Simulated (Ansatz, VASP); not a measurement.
# MnS: VASP beside Ansatz

```
Mn S
1.0
     3.00955    0.05391   -0.00232
     0.05391    3.05967    0.00297
    -0.00232    0.00297    3.03399
Mn S
1 1
Direct
  0.49197 0.45499 0.49450
  0.99019 0.02760 0.00652
```

Alike in both runs: task single point; functional PBEsol; k mesh 7 × 6 × 7; occupations methfessel-paxton of order 1, width 0.1 eV; collinear spin; Hubbard terms Mn d U = 2.9 eV, J = 0.9 eV.

|  | VASP | Ansatz |
| --- | --- | --- |
| version | VASP 6.6.1 | Ansatz 0.2.0 |
| potentials or method | VASP PAW PBE potentials, release 64 (Mn_pv, S), cutoff 520 eV | plane waves, PAW |
| valence electrons in the cell | 19 | 21 |

```csv
,VASP,Ansatz,Ansatz less VASP
pressure (GPa),11.1,10.6,-0.57
"traceless stress, the component that is largest in VASP (GPa)",-0.88,-0.65,+0.225
rms of the force components (eV/Å),0.243,0.215,-0.0277
net moment per atom (μB),2.07,2.04,-0.034
size of the moment on the site where the two differ most (μB),4.00,3.82,-0.175
```

VASP's potentials were made for PBE, not for PBEsol. Site moments also hang on the region over which each program counts them. The programs project onto different local orbitals, so the same U acts differently, and such runs can settle in different states. Atom by atom the forces differ by 0.029 eV/Å (rms over components). VASP's potentials hold 19 valence electrons a cell and Ansatz's 21, so a difference there can come from the potentials and not from the codes. Ansatz's warnings: filled band counts differ across k points, stability check not made, stress scf threshold loose.
